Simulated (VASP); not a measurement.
WC: electric field gradients with PBE

WC:

```
CELL_PARAMETERS angstrom
2.93867 0.00000 0.00000
-1.46934 2.54496 0.00000
0.00000 0.00000 2.86623
ATOMIC_POSITIONS crystal
W 0.00000 0.00000 0.00000
C 0.66667 0.33333 0.50000
```

This cell differs from its parent crystal: volume scaled by 1.04.

| Item | Value |
| --- | --- |
| Program | VASP 6.6.1 |
| Task | electric field gradients |
| Functional | PBE |
| Potentials or basis | VASP PAW PBE potentials, release 64 (W_sv, C) |
| Cutoff | 520 eV |
| k mesh | 13 × 13 × 12 |
| Occupations | fermi-dirac, width 0.05 eV |
| Spin | no spin polarisation |
| Dipole correction | no |
| Further INCAR settings | ALGO = Normal; EDIFF = 1e-08; NBANDS = 16 |

The pressure is -5.8 GPa and the band gap on the k mesh is zero (band 9 reaches 11.30 eV, above the bottom of band 10 at 10.07 eV).

Stress tensor (GPa, compression positive):
```
-5.26  0.00  0.00
 0.00 -5.26  0.00
 0.00  0.00 -7.03
```

Levels at points of the mesh, in eV from the Fermi level:
```tsv
k point	band 5	band 6	band 7	band 8	band 9	band 10	band 11	band 12	band 13	band 14
(0.00, 0.00, 0.00)	-14.20	-4.13	-3.20	-3.20	0.09	3.09	3.09	5.45	5.45	6.15
(0.00, 0.00, 0.50)	-10.36	-8.44	-1.93	-1.93	-0.55	-0.55	3.54	4.43	4.43	9.75
```

Electric field gradients, principal values (V/Å²):
```
atom   least  middle  greatest (by size)
 1 W  64.595  64.596            -129.192
 2 C  -0.051  -0.052               0.103
```

It took 24 s on 1 thread of Intel Xeon 6975P-C (shared host), peak memory 0.18 GiB.

Caveat: without QUAD_EFG the Cq values of the log hold for a quadrupole moment of 1 mb, not for the nuclei; spin-orbit coupling is left out, which moves the levels of the heavy elements.
